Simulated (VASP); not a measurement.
# V (Im-3m) in VASP: a series of runs

Aim: see how the results for V move with the level of theory and the settings. Levels: PBEsol, PBE. Tasks: single point.

All numbers are computed with VASP 6.6.1; they aren't measurements. Logs are shortened: lines on timing, memory, paths and dates and some standing lists are left out, and cuts for length are marked.

### Step 1. The cell of the first run

The structure is cubic, space group Im-3m (No. 229). The conventional cell has a = 2.958 Å, b = 2.958 Å, c = 2.958 Å, α = 90.00°, β = 90.00°, γ = 90.00°. Within 3.4 Å of V (site symmetry m-3m) lie 14 V at 2.56 to 2.96 Å.

### Step 2. Single point, PBEsol

Input file INCAR:

```
PREC = Accurate
ENCUT = 520
EDIFF = 1E-6
ISMEAR = 1
SIGMA = 0.1
LREAL = F
LASPH = T
NELM = 60
ALGO = Normal
ISIF = 2
LWAVE = F
LCHARG = F
GGA = PS
NBANDS = 12
```

Input file KPOINTS:

```
Automatic mesh
0
Gamma
  38 38 38
```

Input file POSCAR:

```
V
1.0
   -1.4791062010      1.4791062010      1.4791062010
    1.4791062010     -1.4791062010      1.4791062010
    1.4791062010      1.4791062010     -1.4791062010
V
1
Direct
    0.0000000000      0.0000000000      0.0000000000
```

Potentials or basis: VASP PAW PBE potentials, release 64 (V_sv).

On the command line:

```
cat potpaw_PBE.64/V_sv/POTCAR > POTCAR
mpirun -np 1 vasp_std > vasp.out
```

OUTCAR:

```text
PREC = Accurate
   ENCUT = 520
   EDIFF = 1E-6
   ISMEAR = 1
   LREAL = F
   LASPH = T
   NELM = 60
   ISIF = 2
   GGA = PS

 ion  position               nearest neighbor table
   1  0.000  0.000  0.000-

  LATTYP: Found a body centered cubic cell.
 ALAT       =     2.9582124020

  Lattice vectors:

 A1 = (  -1.4791062010,   1.4791062010,   1.4791062010)
 A2 = (   1.4791062010,  -1.4791062010,   1.4791062010)
 A3 = (   1.4791062010,   1.4791062010,  -1.4791062010)

Analysis of symmetry for initial positions (statically):
=====================================================================
 Subroutine PRICEL returns:
 Original cell was already a primitive cell.

 Routine SETGRP: Setting up the symmetry group for a
 body centered cubic supercell.

 Subroutine GETGRP returns: Found 48 space group operations
 (whereof 48 operations were pure point group operations)
 out of a pool of 48 trial point group operations.

The static configuration has the point symmetry O_h .

Analysis of symmetry for dynamics (positions and initial velocities):
=====================================================================
 Subroutine PRICEL returns:
 Original cell was already a primitive cell.

 Routine SETGRP: Setting up the symmetry group for a
 body centered cubic supercell.

 Subroutine GETGRP returns: Found 48 space group operations
 (whereof 48 operations were pure point group operations)
 out of a pool of 48 trial point group operations.

The dynamic configuration has the point symmetry O_h .

 Subroutine INISYM returns: Found 48 space group operations
 (whereof 48 operations are pure point group operations),
 and found     1 'primitive' translations

----------------------------------------------------------------------------------------

                                     Primitive cell

  volume of cell :      12.9437

  direct lattice vectors                    reciprocal lattice vectors
    -1.479106201  1.479106201  1.479106201     0.000000000  0.338041988  0.338041988
     1.479106201 -1.479106201  1.479106201     0.338041988  0.000000000  0.338041988
     1.479106201  1.479106201 -1.479106201     0.338041988  0.338041988  0.000000000

  length of vectors
     2.561887090  2.561887090  2.561887090     0.478063563  0.478063563  0.478063563

  position of ions in fractional coordinates (direct lattice)
     0.000000000  0.000000000  0.000000000

  ion indices of the primitive-cell ions
   primitive index   ion index
                 1           1

----------------------------------------------------------------------------------------

 KPOINTS: Automatic mesh

Automatic generation of k-mesh.
 Grid dimensions read from file:
 generate k-points for:   38   38   38

 Generating k-lattice:

  Cartesian coordinates                     Fractional coordinates (reciprocal lattice)
     0.000000000  0.008895842  0.008895842     0.026315789  0.000000000  0.000000000
     0.008895842  0.000000000  0.008895842     0.000000000  0.026315789  0.000000000
     0.008895842  0.008895842  0.000000000     0.000000000  0.000000000  0.026315789

  Length of vectors
     0.012580620  0.012580620  0.012580620

  Shift w.r.t. Gamma in fractional coordinates (k-lattice)
     0.000000000  0.000000000  0.000000000

 Subroutine IBZKPT returns following result:
 ===========================================

 Found   1440 irreducible k-points:

 Following reciprocal coordinates:
            Coordinates               Weight
  0.000000  0.000000  0.000000      1.000000
  0.026316  0.000000  0.000000     12.000000
  0.052632  0.000000  0.000000     12.000000
  0.078947  0.000000  0.000000     12.000000
  0.105263  0.000000  0.000000     12.000000
  0.131579  0.000000  0.000000     12.000000
[... 16 lines left out ...]
  0.078947  0.026316  0.000000     48.000000
  0.105263  0.026316  0.000000     48.000000
 [... further k-points ...]
   k-points           NKPTS =   1440   k-points in BZ     NKDIM =   1440   number of bands    NBANDS=     12
   number of dos      NEDOS =    301   number of ions     NIONS =      1
   total plane-waves  NPLWV =   8000
   dimension x,y,z NGX =    20 NGY =   20 NGZ =   20
   dimension x,y,z NGXF=    40 NGYF=   40 NGZF=   40
   ions per type =               1
   NGX,Y,Z   is equivalent  to a cutoff of  12.98, 12.98, 12.98 a.u.
   NGXF,Y,Z  is equivalent  to a cutoff of  25.96, 25.96, 25.96 a.u.
 SYSTEM =  unknown system
   PREC   = accura    normal or accurate (medium, high low for compatibility)
   ISTART =      0    job   : 0-new  1-cont  2-samecut
   ICHARG =      2    charge: 1-file 2-atom 10-const
   ISPIN  =      1    spin polarized calculation?
   LNONCOLLINEAR =      F non collinear calculations
   LSORBIT =      F    spin-orbit coupling
   LASPH  =      T    aspherical Exc in radial PAW
   ENCUT  =  520.0 eV  38.22 Ry    6.18 a.u.   4.76  4.76  4.76*2*pi/ulx,y,z
   NELM   =     60;   NELMIN=  2; NELMDL= -5     # of ELM steps
   EDIFF  = 0.1E-05   stopping-criterion for ELM
   LREAL  =      F    real-space projection
   EDIFFG = 0.1E-04   stopping-criterion for IOM
   NSW    =      0    number of steps for IOM
   IBRION =     -1    ionic relax: 0-MD 1-quasi-New 2-CG
   NFREE  =      0    steps in history (QN), initial steepest desc. (CG)
   ISIF   =      2    stress and relaxation
   ISYM   =      2    0-nonsym 1-usesym 2-fastsym
   POTIM  = 0.5000    time-step for ionic-motion
   TEBEG  =    0.0;   TEEND  =   0.0 temperature during run
   PSTRESS=    0.0 pullay stress
   NELECT =      13.0000    total number of electrons
   NUPDOWN=      -1.0000    fix difference up-down
   EMIN   =  10.00;   EMAX   =-10.00  energy-range for DOS
   EFERMI =   0.00;   METHOD = LEGACY
   ISMEAR =     1;   SIGMA  =   0.10  broadening in eV -4-tet -1-fermi 0-gaus
   EFERMI_NEDOS =   21; number of points for ismear=-14 and -15
   IALGO  =     38    algorithm
   IMIX   =      4    mixing-type and parameters
     AMIX     =   0.40;   BMIX     =  1.00
     AMIX_MAG =   1.60;   BMIX_MAG =  1.00
  volume/ion in A,a.u.               =      12.94        87.35
  Fermi-wavevector in a.u.,A,eV,Ry     =   1.639469  3.098148 36.570545  2.687859
  Thomas-Fermi vector in A             =   2.730270
   LORBIT       =      0    0 simple, 1 ext, 2 COOP (PROOUT), +10 PAW based schemes
   GGA     = PS    functional components
   LHFCALC =     F    Hartree Fock is set to
   AEXX    =    0.0000 exact exchange contribution
   IVDW    =     0    specifies the selected vdW correction
   LEPSILON=     F    determine dielectric tensor
   LRPA    =     F    only Hartree local field effects (RPA)
 non-spin polarized calculation
 Methfessel and Paxton  Order N= 1 SIGMA  =   0.10
  energy-cutoff  :      520.00
  volume of cell :       12.94
 maximum number of plane-waves:       370
   NGX =  9   NGY =  9   NGZ =  9

 number of electron      13.0000002 magnetization

 Free energy of the ion-electron system (eV)
  ---------------------------------------------------
  ext. energy  EPLUGINS =         0.00000000
  ---------------------------------------------------
  free energy    TOTEN  =        -9.63448892 eV

  energy without entropy =       -9.63464750  energy(sigma->0) =       -9.63454178

 E-fermi :  10.0617     XC(G=0): -13.2785

 val. band max:       10.0611477939   @ k =  -0.4211   0.4474   0.1053
 cond. band min:      10.0617820532   @ k =  -0.2368   0.2368   0.1579
 fundamental gap:      0.0006342592
 Fermi energy:        10.0616654877

 k-point     1 :       0.0000    0.0000    0.0000
  band No.  band energies     occupation
      1     -53.3664      2.00000
      2     -26.6978      2.00000
      3     -26.6978      2.00000
      4     -26.6978      2.00000
      5       3.3836      2.00000
      6      10.4839     -0.00000
      7      10.4839     -0.00000
      8      10.4839     -0.00000
      9      12.5915      0.00000
     10      12.5915      0.00000
     11      30.8635      0.00000
     12      30.8635      0.00000

 k-point     2 :       0.0263    0.0000    0.0000
  band No.  band energies     occupation
      1     -53.3648      2.00000
      2     -26.7052      2.00000
      3     -26.7000      2.00000
      4     -26.6979      2.00000
      5       3.4129      2.00000
      6      10.4709     -0.00000
      7      10.4815     -0.00000
      8      10.5052     -0.00000
      9      12.5758      0.00000
     10      12.5923      0.00000
     11      30.8200      0.00000
     12      30.8632      0.00000

 k-point     3 :       0.0526    0.0000    0.0000
  band No.  band energies     occupation
      1     -53.3601      2.00000
      2     -26.7272      2.00000
      3     -26.7067      2.00000
      4     -26.6980      2.00000
      5       3.5004      2.00000
      6      10.4326     -0.00000
      7      10.4735     -0.00000
      8      10.5687     -0.00000
      9      12.5310      0.00000
     10      12.5947      0.00000
     11      30.6882      0.00000
     12      30.8563      0.00000

 k-point     4 :       0.0789    0.0000    0.0000
  band No.  band energies     occupation
      1     -53.3524      2.00000
      2     -26.7630      2.00000
      3     -26.7175      2.00000
      4     -26.6983      2.00000
      5       3.6442      2.00000
      6      10.3706     -0.00011
      7      10.4569     -0.00000
      8      10.6736     -0.00000
      9      12.4645      0.00000
     10      12.5991      0.00000
     11      30.4646      0.00000
     12      30.8280      0.00000

 k-point     5 :       0.1053    0.0000    0.0000
  band No.  band energies     occupation
      1     -53.3420      2.00000
      2     -26.8116      2.00000
      3     -26.7322      2.00000
      4     -26.6987      2.00000
      5       3.8416      2.00000
      6      10.2873     -0.00642
      7      10.4275     -0.00000
      8      10.8185     -0.00000
      9      12.3875      0.00000
     10      12.6059      0.00000
     11      30.1445      0.00000
     12      30.7556      0.00000
[... 228 lines left out ...]
      1     -53.3617      2.00000
      2     -26.7203      2.00000
      3     -26.7023      2.00000
      4     -26.6997      2.00000
      5       3.4713      2.00000
      6      10.4532     -0.00000
      7      10.4659     -0.00000
      8      10.5501     -0.00000
      9      12.5450      0.00000
     10      12.5944      0.00000
     11      30.7298      0.00000
     12      30.8699      0.00000

 k-point    22 :       0.0526    0.0263    0.0000
  band No.  band energies     occupation
      1     -53.3555      2.00000
      2     -26.7494      2.00000
      3     -26.7102      2.00000
      4     -26.7006      2.00000
      5       3.5870      2.00000
      6      10.4056     -0.00001
      7      10.4493     -0.00000
      8      10.6362     -0.00000
      9      12.4880      0.00000
     10      12.5990      0.00000
     11      30.5543      0.00000
     12      30.8543      0.00000

 k-point    23 :       0.0789    0.0263    0.0000
  band No.  band energies     occupation
      1     -53.3464      2.00000
      2     -26.7915      2.00000
      3     -26.7229      2.00000
      4     -26.7011      2.00000
      5       3.7577      2.00000
      6      10.3325     -0.00087
      7      10.4258     -0.00000
      8      10.7622     -0.00000
      9      12.4143      0.00000
     10      12.6064      0.00000
     11      30.2888      0.00000
     12      30.7982      0.00000

 k-point    24 :       0.1053    0.0263    0.0000
  band No.  band energies     occupation
      1     -53.3347      2.00000
      2     -26.8456      2.00000
      3     -26.7395      2.00000
      4     -26.7016      2.00000
      5       3.9797      2.00000
      6      10.2393     -0.03074
      7      10.3880     -0.00004
      8      10.9269     -0.00000
      9      12.3362      0.00000
     10      12.6169      0.00000
     11      29.9264      0.00000
     12      30.6812      0.00000

 [... further k-points ...]

------------------------ aborting loop because EDIFF is reached ----------------------------------------

  FORCE on cell =-STRESS in cart. coord.  units (eV):
  Direction    XX          YY          ZZ          XY          YZ          ZX
  --------------------------------------------------------------------------------------
  -------------------------------------------------------------------------------------
  Total        0.0143586      0.0143586      0.0143586      0.0000000      0.0000000      0.0000000
  in kB        1.7773210      1.7773210      1.7773210      0.0000000      0.0000000      0.0000000
  external PRESSURE =       1.7773210 kB  Pullay stress =       0.0000000 kB

 VOLUME and BASIS-vectors are now :
 -----------------------------------------------------------------------------
  energy-cutoff  :      520.00
  volume of cell :       12.94
      direct lattice vectors                 reciprocal lattice vectors
    -1.479106201  1.479106201  1.479106201     0.000000000  0.338041988  0.338041988
     1.479106201 -1.479106201  1.479106201     0.338041988  0.000000000  0.338041988
     1.479106201  1.479106201 -1.479106201     0.338041988  0.338041988  0.000000000

 POSITION                                       TOTAL-FORCE (eV/Angst)
 -----------------------------------------------------------------------------------
      0.00000      0.00000      0.00000        -0.000000     -0.000000      0.000000
 -----------------------------------------------------------------------------------
    total drift:                                0.000000      0.000000      0.000000

  FREE ENERGIE OF THE ION-ELECTRON SYSTEM (eV)
  ---------------------------------------------------
  free  energy   TOTEN  =        -9.6344889197 eV

  energy  without entropy=       -9.6346474986  energy(sigma->0) =       -9.63454178
```

It took 2.2 min on 1 thread of Intel Xeon Platinum 8259CL at 2.50GHz (Skylake/Cascade Lake), shared host; peak memory 0.32 GiB.

Results:

| Quantity | Value |
| --- | --- |
| Free energy | -9.6345 eV |
| Pressure | 0.2 GPa |
| Band gap on the k mesh | zero (an odd number of electrons rules out a gap without spin polarisation) |

Caveat: the PAW data sets were made with another functional, which shifts forces and pressure a little.

### Step 3. Single point, PBE

This run uses another cell than the first one, of 13.45 Å³/atom.

Input file INCAR:

```
SYSTEM = V
PREC = Accurate
ENCUT = 520
EDIFF = 1E-6
ISMEAR = 1
SIGMA = 0.1
LREAL = .False.
LASPH = .True.
NELM = 100
ALGO = Normal
ISIF = 2
LWAVE = .False.
LCHARG = .False.
GGA = PE
NBANDS = 12
```

Input file KPOINTS:

```
Automatic mesh
0
Gamma
  38 38 38
  0 0 0
```

Input file POSCAR:

```
V
1.0
   -1.4981859340      1.4981859340      1.4981859340
    1.4981859340     -1.4981859340      1.4981859340
    1.4981859340      1.4981859340     -1.4981859340
V
1
Direct
    0.0000000000      0.0000000000      0.0000000000
```

Potentials or basis: VASP PAW PBE potentials, release 64 (V_sv).

On the command line:

```
cat potpaw_PBE.64/V_sv/POTCAR > POTCAR
mpirun -np 1 vasp_std > vasp.out
```

Wall time 2.2 min (1 thread of Intel Xeon Platinum 8259CL at 2.50GHz (Skylake/Cascade Lake), shared host); peak memory 0.32 GiB.

It converged, with:

| Item | Value |
| --- | --- |
| Free energy | -8.9916 eV |
| Pressure | 0.2 GPa |
| Band gap on the k mesh | zero (an odd number of electrons rules out a gap without spin polarisation) |

Levels at points of the mesh, in eV from the Fermi level:
```
           k point  band 4  band 5  band 6  band 7  band 8  band 9  band 10  band 11
(0.00, 0.00, 0.00)  -37.01   -6.59    0.41    0.41    0.41    2.43     2.43    20.50
(0.50, 0.00, 0.00)  -37.02   -3.17   -1.13    1.65    2.43    2.79     4.12    10.19
(0.50, 0.50, 0.50)  -37.63   -3.00   -3.00    3.73    3.73    3.73    10.22    10.22
```
